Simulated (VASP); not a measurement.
# As (R-3m) in VASP: further runs, part 2 of 2

VASP 6.6.1. Earlier steps stand in the parts before.

### Step 3. Single point, PBE0

This run uses another cell than the first one, of 20.24 Å³/atom.

Contents of POSCAR:

```
As
1.0
    1.8424025153      1.0637115881      3.4423263150
   -1.8424025153      1.0637115881      3.4423263150
    0.0000000000     -2.1274231763      3.4423263150
As
2
Direct
    0.2260000000      0.2260000000      0.2260000000
    0.7740000000      0.7740000000      0.7740000000
```

Contents of INCAR.step1:

```
SYSTEM = As
PREC     = Accurate       ! precision mode
ENCUT    = 400            ! plane-wave cutoff, eV
EDIFF    = 1E-5           ! SCF threshold, eV
ISMEAR   = -1             ! smearing method
SIGMA    = 0.05           ! smearing width, eV
LREAL    = .FALSE.        ! projectors in reciprocal space
LASPH    = .TRUE.         ! aspherical terms in the spheres
NELM     = 120            ! most SCF steps
ALGO     = Normal         ! electronic algorithm
ISIF     = 2              ! what is computed and relaxed
LWAVE    = .TRUE.         ! write WAVECAR
LCHARG   = .FALSE.        ! write CHGCAR
GGA      = PE             ! functional
NBANDS   = 22             ! bands
GGA_COMPAT= .FALSE.
```

Contents of INCAR.step2:

```
SYSTEM = As
PREC     = Accurate       ! precision mode
ENCUT    = 400            ! plane-wave cutoff, eV
EDIFF    = 1E-6           ! SCF threshold, eV
ISMEAR   = -1             ! smearing method
SIGMA    = 0.05           ! smearing width, eV
LREAL    = .FALSE.        ! projectors in reciprocal space
LASPH    = .TRUE.         ! aspherical terms in the spheres
NELM     = 120            ! most SCF steps
ALGO     = Normal         ! electronic algorithm
ISIF     = 2              ! what is computed and relaxed
LWAVE    = .FALSE.        ! write WAVECAR
LCHARG   = .FALSE.        ! write CHGCAR
GGA      = PE             ! functional
LHFCALC  = .TRUE.         ! exact exchange
AEXX     = 0.25           ! exact-exchange fraction
PRECFOCK = Normal       
ISTART   = 1            
NBANDS   = 22             ! bands
GGA_COMPAT= .FALSE.
```

Contents of KPOINTS:

```
regular mesh
0
G
  4 4 4
  0 0 0
```

Potentials or basis: VASP PAW PBE potentials, release 64 (As_d).

Started as:

```sh
cat potpaw_PBE.64/As_d/POTCAR > POTCAR
cp INCAR.step1 INCAR
mpirun -np 1 vasp_std > vasp.out
cp INCAR.step2 INCAR
mpirun -np 1 vasp_std > vasp.out
```

Wall time 13 min (1 thread of Intel Xeon Platinum 8488C (Sapphire Rapids), shared host); peak memory 0.15 GiB.

It converged, with:

| Item | Value |
| --- | --- |
| Free energy | -12.4568 eV |
| Pressure | 6.8 GPa |
| Largest force | 0.251 eV/Å |
| Band gap on the k mesh | 0.86 eV (least direct gap 1.11 eV) |

Forces in eV/Å, atoms in the order of the input:
```
As   0.000  0.000  0.251
As   0.000  0.000 -0.251
```

Stress tensor (GPa, compression positive):
```
8.47 0.00 0.00
0.00 8.47 0.00
0.00 0.00 3.40
```

Levels at points of the mesh, in eV from the valence-band top:
```tsv
k point	band 11	band 12	band 13	band 14	band 15	band 16	band 17	band 18	band 19	band 20
(0.00, 0.00, 0.00)	-17.27	-5.80	-2.95	-2.37	-2.37	2.95	4.51	4.51	8.46	8.46
(0.50, 0.00, 0.00)	-14.02	-12.63	-3.38	-3.26	-0.25	0.86	1.44	2.65	10.76	11.02
(0.50, 0.50, 0.00)	-13.92	-10.91	-6.95	-5.01	-4.89	2.43	7.66	9.05	9.83	12.68
(0.50, 0.50, 0.50)	-15.72	-11.41	-2.09	-2.09	0.00	1.92	1.92	3.20	9.81	12.47
```

Caveat: the k points lie up to 0.52 Å⁻¹ apart; the PAW data sets were made with another functional, which shifts forces and pressure a little.

### Step 4. Single point, r2SCAN-based global hybrid with 50 % exact exchange

Contents of POSCAR:

```
As
1.0
    1.8807968987      1.0858785957      3.5140619945
   -1.8807968987      1.0858785957      3.5140619945
    0.0000000000     -2.1717571915      3.5140619945
As
2
Direct
    0.2260000000      0.2260000000      0.2260000000
    0.7740000000      0.7740000000      0.7740000000
```

Contents of INCAR.step1:

```
SYSTEM = As
PREC = Accurate ; ENCUT = 440
EDIFF = 1E-5 ; ISMEAR = -1
SIGMA = 0.05 ; LREAL = .False.
LASPH = .True. ; NELM = 120
ALGO = Normal ; ISIF = 2
LWAVE = .True. ; LCHARG = .False.
NBANDS = 22 ; GGA = PE
GGA_COMPAT = .False.
```

Contents of INCAR.step2:

```
SYSTEM = As
PREC = Accurate ; ENCUT = 440
EDIFF = 1E-6 ; ISMEAR = -1
SIGMA = 0.05 ; LREAL = .False.
LASPH = .True. ; NELM = 120
ALGO = Normal ; ISIF = 2
LWAVE = .False. ; LCHARG = .False.
METAGGA = R2SCAN ; LHFCALC = .True.
AEXX = 0.5 ; LMIXTAU = .True.
PRECFOCK = Normal ; NBANDS = 22
ISTART = 1 ; GGA_COMPAT = .False.
```

Contents of KPOINTS:

```
regular mesh
0
Gamma
  5 5 5
  0 0 0
```

Potentials or basis: VASP PAW PBE potentials, release 64 (As_d).

Started as:

```sh
cat potpaw_PBE.64/As_d/POTCAR > POTCAR
cp INCAR.step1 INCAR
mpirun -np 1 vasp_std > vasp.out
cp INCAR.step2 INCAR
mpirun -np 1 vasp_std > vasp.out
```

OUTCAR:

```text
SYSTEM = As
   PREC = Accurate
   ENCUT = 440
   EDIFF = 1E-6
   ISMEAR = -1
   LREAL = .False.
   LASPH = .True.
   NELM = 120
   ISIF = 2
   METAGGA = R2SCAN
   LHFCALC = .True.
   AEXX = 0.5
   PRECFOCK = Normal
   ISTART = 1

 ion  position               nearest neighbor table
   1  0.226  0.226  0.226-   2 2.51   2 2.51   2 2.51
   2  0.774  0.774  0.774-   1 2.51   1 2.51   1 2.51

  LATTYP: Found a trigonal (rhomboedric) cell.
 ALAT       =     4.1310000000
 COS(alpha) =     0.5854247172

[... 662 lines left out ...]

------------------------ aborting loop because EDIFF is reached ----------------------------------------

  FORCE on cell =-STRESS in cart. coord.  units (eV):
  Direction    XX          YY          ZZ          XY          YZ          ZX
  --------------------------------------------------------------------------------------
  -------------------------------------------------------------------------------------
  Total       -0.6585830     -0.6585830     -0.1495403      0.0000000      0.0000000      0.0000000
  in kB      -24.5040149    -24.5040149     -5.5639727      0.0000000      0.0000000      0.0000000
  external PRESSURE =     -18.1906675 kB  Pullay stress =       0.0000000 kB

 VOLUME and BASIS-vectors are now :
 -----------------------------------------------------------------------------
  energy-cutoff  :      440.00
  volume of cell :       43.06
      direct lattice vectors                 reciprocal lattice vectors
     1.880796899  1.085878596  3.514061995     0.265844760  0.153485544  0.094856987
    -1.880796899  1.085878596  3.514061995    -0.265844760  0.153485544  0.094856987
     0.000000000 -2.171757191  3.514061995     0.000000000 -0.306971087  0.094856987

 POSITION                                       TOTAL-FORCE (eV/Angst)
 -----------------------------------------------------------------------------------
      0.00000     -0.00000      2.38253         0.000000      0.000000     -0.372315
      0.00000     -0.00000      8.15965         0.000000     -0.000000      0.372315
 -----------------------------------------------------------------------------------
    total drift:                                0.000000     -0.000000     -0.000000

  FREE ENERGIE OF THE ION-ELECTRON SYSTEM (eV)
  ---------------------------------------------------
  free  energy   TOTEN  =       -26.2987664902 eV

  energy  without entropy=      -26.2987664799  energy(sigma->0) =      -26.29876649
```

OSZICAR.step1:

```text
N       E                     dE             d eps       ncg     rms          rms(c)
DAV:   1     0.190090851808E+03    0.19009E+03   -0.12296E+04  1136   0.625E+03
DAV:   2     0.170489837169E+02   -0.17304E+03   -0.16546E+03   860   0.841E+02
DAV:   3    -0.818783584841E+01   -0.25237E+02   -0.24898E+02   944   0.143E+02
DAV:   4    -0.938544364741E+01   -0.11976E+01   -0.11956E+01   974   0.358E+01
DAV:   5    -0.940831829920E+01   -0.22875E-01   -0.22874E-01   950   0.598E+00    0.398E+00
DAV:   6    -0.939446463144E+01    0.13854E-01   -0.83911E-03  1062   0.109E+00    0.236E+00
DAV:   7    -0.938713199690E+01    0.73326E-02   -0.10724E-02  1164   0.991E-01    0.105E-01
DAV:   8    -0.938739733379E+01   -0.26534E-03   -0.97783E-04   980   0.358E-01    0.171E-02
DAV:   9    -0.938741592177E+01   -0.18588E-04   -0.18710E-05   804   0.430E-02    0.677E-03
DAV:  10    -0.938741891665E+01   -0.29949E-05   -0.35402E-06   640   0.281E-02
   1 F= -.93874189E+01 E0= -.93844906E+01  d E =-.585661E-02
```

Run time: 45 min. Hardware: 1 thread of AMD EPYC 9R45 (Zen 5), shared host; peak memory 0.15 GiB.

What came out:

| Quantity | Value |
| --- | --- |
| Free energy | -26.2988 eV |
| Pressure | -1.8 GPa |
| Largest force | 0.372 eV/Å |
| Band gap on the k mesh | 1.66 eV (least direct gap 2.05 eV) |

Forces in eV/Å, atoms in the order of the input:
```
As   0.000  0.000 -0.372
As   0.000  0.000  0.372
```

Caveat: the PAW data sets were made with another functional, which shifts forces and pressure a little.

### Step 5. Overview

```csv
level,cell,k mesh,cutoff (eV),share of exact exchange,gap on the mesh (eV),pressure (GPa),largest force (eV/Å)
PBE0,"a = 4.131 Å, angles 54.2°, 2 atoms",4 × 4 × 4,400,0.25,1.03,0.8,0.19
PBE0,"a = 4.047 Å, angles 54.2°, 2 atoms",4 × 4 × 4,400,0.25,0.86,6.8,0.25
r2SCAN-based global hybrid with 50 % exact exchange,"a = 4.131 Å, angles 54.2°, 2 atoms",5 × 5 × 5,440,0.5,1.66,-1.8,0.37
```

Alike in all rows: task single point; potentials or basis VASP PAW PBE potentials, release 64 (As_d); no spin polarisation; smearing fermi-dirac 0.05 eV.

Caveats: some runs use coarse meshes; the PAW data sets were made with another functional, which shifts forces and pressure a little.

Total energies depend on the potentials used, so only differences within one code and one set of settings carry meaning.
